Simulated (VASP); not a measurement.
# F2: relaxation of the atoms with PBEsol

Molecule: F2, in a box.

```
CELL_PARAMETERS angstrom
9.00000 0.00000 0.00000
0.00000 9.50000 0.00000
0.00000 0.00000 10.00000
ATOMIC_POSITIONS crystal
F 0.50000 0.50000 0.42900
F 0.50000 0.50000 0.57100
```

| Property | Result |
| --- | --- |
| Program | VASP 6.6.1 |
| Task | relaxation of the atoms |
| Functional | PBEsol |
| Potentials or basis | VASP PAW PBE potentials, release 64 (F) |
| Cutoff | 520 eV |
| k mesh | 1 × 1 × 1 |
| Occupations | gaussian, width 0.02 eV |
| Spin | no spin polarisation |
| Dipole correction | no |
| Further INCAR settings | ALGO = Normal; EDIFF = 1e-06; IBRION = 2; EDIFFG = -0.03; NSW = 60 |

```yaml
Energy_gained_by_relaxing: 1.0 meV/atom
Ionic_steps: 3
Gap_between_the_frontier_levels: 3.51 eV
```

The path:
```
step  energy change (eV)  largest force (eV/Å)  pressure (GPa)
   1              0.0000                0.3809           -0.05
   2              0.0115                1.0617            0.07
   3             -0.0020                0.0004           -0.02
```

Final structure:
```yaml
crystal:
  lattice:
    - [9.00000, 0.00000, 0.00000]
    - [0.00000, 9.50000, 0.00000]
    - [0.00000, 0.00000, 10.00000]
  atoms:
    - { symbol: F, position: [0.50000, 0.50000, 0.42953] }
    - { symbol: F, position: [0.50000, 0.50000, 0.57047] }
```

Levels at points of the mesh, in eV from the valence-band top:
| k point | band 3 | band 4 | band 5 | band 6 | band 7 | band 8 | band 9 | band 10 | band 11 |
| --- | --- | --- | --- | --- | --- | --- | --- | --- | --- |
| (0.00, 0.00, 0.00) | -6.08 | -3.45 | -3.45 | 0.00 | 0.00 | 3.51 | 8.96 | 10.45 | 10.51 |

Wall time 94 s on 1 thread of Intel(R) Xeon(R) Platinum 8375C CPU @ 2.90GHz (Ice Lake) (shared host), peak memory 0.78 GiB.

Caveat: the PAW data sets were made with another functional, which shifts forces and pressure a little.
